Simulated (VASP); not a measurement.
# BaH2 (P6_3/mmc) in VASP: a series of runs, part 2 of 3

VASP 6.6.1. The steps go on from the part before.

**4. Relaxation of shape and atoms at fixed volume, PBEsol (16.57 Å³/atom)**

This run uses another cell than the first one, of 16.57 Å³/atom.

Input file INCAR:

```
PREC     = Accurate       # precision mode
ENCUT    = 600            # plane-wave cutoff, eV
EDIFF    = 1E-6           # SCF threshold, eV
ISMEAR   = 0              # smearing method
SIGMA    = 0.02           # smearing width, eV
LREAL    = False          # projectors in reciprocal space
LASPH    = True           # aspherical terms in the spheres
NELM     = 100            # most SCF steps
ALGO     = Normal         # electronic algorithm
ISIF     = 4              # what is computed and relaxed
LWAVE    = False          # write WAVECAR
LCHARG   = False          # write CHGCAR
GGA      = PS             # functional
IBRION   = 2              # ionic algorithm
NSW      = 50             # ionic steps
EDIFFG   = -0.01          # ionic threshold
```

Input file KPOINTS:

```
regular mesh
0
Gamma
  6 6 6
```

Input file POSCAR:

```
BaH2
1.0
    4.4280320761      0.0000000000      0.0000000000
   -2.2140160381      3.8347882667      0.0000000000
    0.0000000000      0.0000000000      5.8535523911
Ba H
2 4
Direct
    0.6666666667      0.3333333333      0.7500000000
    0.3333333333      0.6666666667      0.2500000000
    0.3333333333      0.6666666667      0.7500000000
    0.6666666667      0.3333333333      0.2500000000
    0.0000000000      0.0000000000      0.5000000000
    0.0000000000      0.0000000000      0.0000000000
```

Potentials or basis: VASP PAW PBE potentials, release 64 (Ba_sv, H).

The run is started by

```
cat potpaw_PBE.64/Ba_sv/POTCAR potpaw_PBE.64/H/POTCAR > POTCAR
mpirun -np 1 vasp_std > vasp.out
```

OUTCAR:

```text
PREC = Accurate
   ENCUT = 600
   EDIFF = 1E-6
   ISMEAR = 0
   LREAL = False
   LASPH = True
   NELM = 100
   ISIF = 4
   GGA = PS
   IBRION = 2
   NSW = 50
   EDIFFG = -0.01

 ion  position               nearest neighbor table
   1  0.667  0.333  0.750-   3 2.56   3 2.56   3 2.56   2 3.89   2 3.89   2 3.89   2 3.89   2 3.89
                             2 3.89
   2  0.333  0.667  0.250-   4 2.56   4 2.56   4 2.56   1 3.89   1 3.89   1 3.89   1 3.89   1 3.89
                             1 3.89
   3  0.333  0.667  0.750-   1 2.56   1 2.56   1 2.56
   4  0.667  0.333  0.250-   2 2.56   2 2.56   2 2.56
   5  0.000  0.000  0.500-
   6  0.000  0.000  0.000-

  LATTYP: Found a hexagonal cell.
 ALAT       =     4.4280320761
 C/A-ratio  =     1.3219308918

  Lattice vectors:

 A1 = (   4.4280320761,   0.0000000000,   0.0000000000)
 A2 = (  -2.2140160381,   3.8347882667,   0.0000000000)
 A3 = (   0.0000000000,   0.0000000000,   5.8535523911)

Analysis of symmetry for initial positions (statically):
=====================================================================
 Subroutine PRICEL returns:
 Original cell was already a primitive cell.

 Routine SETGRP: Setting up the symmetry group for a
 hexagonal supercell.

 Subroutine GETGRP returns: Found 24 space group operations
 (whereof 12 operations were pure point group operations)
 out of a pool of 24 trial point group operations.

The static configuration has the point symmetry D_3d.
 The point group associated with its full space group is D_6h.

Analysis of symmetry for dynamics (positions and initial velocities):
=====================================================================
 Subroutine PRICEL returns:
 Original cell was already a primitive cell.

 Routine SETGRP: Setting up the symmetry group for a
 hexagonal supercell.

 Subroutine GETGRP returns: Found 24 space group operations
 (whereof 12 operations were pure point group operations)
[... 141 lines left out ...]
   LRPA    =     F    only Hartree local field effects (RPA)
 conjugate gradient relaxation of ions
 non-spin polarized calculation
 Gauss-broadening in eV      SIGMA  =   0.02
  energy-cutoff  :      600.00
  volume of cell :       99.40
 maximum number of plane-waves:      3333
 NGX is ok and might be reduce to    36
   NGX = 17   NGY = 17   NGZ = 23

--------------------------------------- Ionic step        1  -------------------------------------------

 number of electron      23.9999998 magnetization

 Free energy of the ion-electron system (eV)
  ---------------------------------------------------
  ext. energy  EPLUGINS =         0.00000000
  ---------------------------------------------------
  free energy    TOTEN  =       -20.46554918 eV

  energy without entropy =      -20.46554918  energy(sigma->0) =      -20.46554918

------------------------ aborting loop because EDIFF is reached ----------------------------------------

  FORCE on cell =-STRESS in cart. coord.  units (eV):
  Direction    XX          YY          ZZ          XY          YZ          ZX
  --------------------------------------------------------------------------------------
  -------------------------------------------------------------------------------------
  Total       -0.3036742     -0.3036742     -0.0279409      0.0000000      0.0000000      0.0000000
  in kB       -4.8949332     -4.8949332     -0.4503807      0.0000000      0.0000000      0.0000000
  external PRESSURE =      -3.4134157 kB  Pullay stress =       0.0000000 kB
[... 67 lines left out ...]
--------------------------------------- Ionic step        3  -------------------------------------------

 number of electron      23.9999998 magnetization

 Free energy of the ion-electron system (eV)
  ---------------------------------------------------
  ext. energy  EPLUGINS =         0.00000000
  ---------------------------------------------------
  free energy    TOTEN  =       -20.46620440 eV

  energy without entropy =      -20.46620440  energy(sigma->0) =      -20.46620440

 E-fermi :   1.4079     XC(G=0):  -9.0354

 val. band max:        1.2445405392   @ k =   0.0000   0.0000   0.1667
 cond. band min:       2.7485096697   @ k =   0.3333   0.3333   0.5000
 fundamental gap:      1.5039691306
 Fermi energy:         1.4079491939

 k-point     1 :       0.0000    0.0000    0.0000
  band No.  band energies     occupation
      1     -25.7855      2.00000
      2     -25.5585      2.00000
      3     -11.7201      2.00000
      4     -10.8045      2.00000
      5     -10.8045      2.00000
      6     -10.4959      2.00000
[... 433 lines left out ...]
      3     -11.5126      2.00000
      4     -11.5126      2.00000
      5     -10.7345      2.00000
      6     -10.7345      2.00000
[... 8 lines left out ...]
     15       4.7955      0.00000
     16       4.7955      0.00000

 [... further k-points ...]

------------------------ aborting loop because EDIFF is reached ----------------------------------------

  FORCE on cell =-STRESS in cart. coord.  units (eV):
  Direction    XX          YY          ZZ          XY          YZ          ZX
  --------------------------------------------------------------------------------------
  -------------------------------------------------------------------------------------
  Total       -0.2024571     -0.2024571     -0.1167420      0.0000000      0.0000000     -0.0000000
  in kB       -3.2634126     -3.2634126     -1.8817679      0.0000000      0.0000000     -0.0000000
  external PRESSURE =      -2.8028644 kB  Pullay stress =       0.0000000 kB
[... 21 lines left out ...]
  FREE ENERGIE OF THE ION-ELECTRON SYSTEM (eV)
  ---------------------------------------------------
  free  energy   TOTEN  =       -20.4662044026 eV

  energy  without entropy=      -20.4662044026  energy(sigma->0) =      -20.46620440

 reached required accuracy - stopping structural energy minimisation
```

CONTCAR:

```text
BaH2
   1.00000000000000
     4.4202419632418968    0.0000000000003362    0.0000000000000000
    -2.2101209816705687    3.8280418310660309   -0.0000000000000000
     0.0000000000000000    0.0000000000000000    5.8742028514478273
  Ba              H
     2     4
Direct
     0.6666666667000030    0.3333333332999970    0.7500000000000000
     0.3333333332999970    0.6666666667000030    0.2500000000000000
     0.3333333332999970    0.6666666667000030    0.7500000000000000
     0.6666666667000030    0.3333333332999970    0.2500000000000000
     0.0000000000000000    0.0000000000000000    0.5000000000000000
     0.0000000000000000    0.0000000000000000    0.0000000000000000

  0.00000000E+00  0.00000000E+00  0.00000000E+00
  0.00000000E+00  0.00000000E+00  0.00000000E+00
  0.00000000E+00  0.00000000E+00  0.00000000E+00
  0.00000000E+00  0.00000000E+00  0.00000000E+00
  0.00000000E+00  0.00000000E+00  0.00000000E+00
  0.00000000E+00  0.00000000E+00  0.00000000E+00
```

It took 2.8 min on 1 thread of Intel Xeon 8259CL, shared host; peak memory 0.27 GiB.

What came out:

| Quantity | Value |
| --- | --- |
| Free energy | -20.4662 eV |
| Energy gained by relaxing | 0.1 meV/atom |
| Ionic steps | 3 |
| Pressure after relaxing | -0.3 GPa |
| Band gap on the k mesh | 1.50 eV (least direct gap 2.46 eV) |

Stress tensor (GPa, compression positive):
```
-0.33  0.00  0.00
 0.00 -0.33  0.00
 0.00  0.00 -0.19
```

Step by step:
```tsv
step	energy change (eV)	largest force (eV/Å)	pressure (GPa)	volume (Å³)
1	0.0000	0.0000	-0.34	99.40
2	-0.0004	0.0000	-0.32	99.40
3	-0.0007	0.0000	-0.28	99.40
```

Final structure:
```
Ba H
1.0
     4.42024    0.00000    0.00000
    -2.21012    3.82804    0.00000
     0.00000    0.00000    5.87420
Ba H
2 4
Cartesian
  2.2101 1.2760 4.4057
  0.0000 2.5520 1.4686
  0.0000 2.5520 4.4057
  2.2101 1.2760 1.4686
  0.0000 0.0000 2.9371
  0.0000 0.0000 0.0000
```

Levels at points of the mesh, in eV from the valence-band top:
| k point | band 8 | band 9 | band 10 | band 11 | band 12 | band 13 | band 14 | band 15 | band 16 |
| --- | --- | --- | --- | --- | --- | --- | --- | --- | --- |
| (0.00, 0.00, 0.00) | -11.66 | -4.45 | -3.12 | -0.38 | -0.01 | 2.68 | 2.68 | 3.70 | 3.70 |
| (0.50, 0.00, 0.00) | -11.75 | -2.73 | -2.30 | -1.65 | -1.59 | 2.44 | 3.91 | 4.05 | 5.34 |
| (0.00, 0.00, 0.50) | -11.90 | -3.30 | -3.30 | -0.43 | -0.43 | 2.48 | 2.48 | 2.48 | 2.48 |
| (0.50, 0.00, 0.50) | -11.84 | -2.39 | -2.39 | -1.30 | -1.30 | 2.38 | 2.38 | 3.90 | 3.90 |

Caveat: the PAW data sets were made with another functional, which shifts forces and pressure a little; spin-orbit coupling is left out, which moves the levels of the heavy elements. A k mesh can miss the band edges.

(Continued in part 3 of 3.)
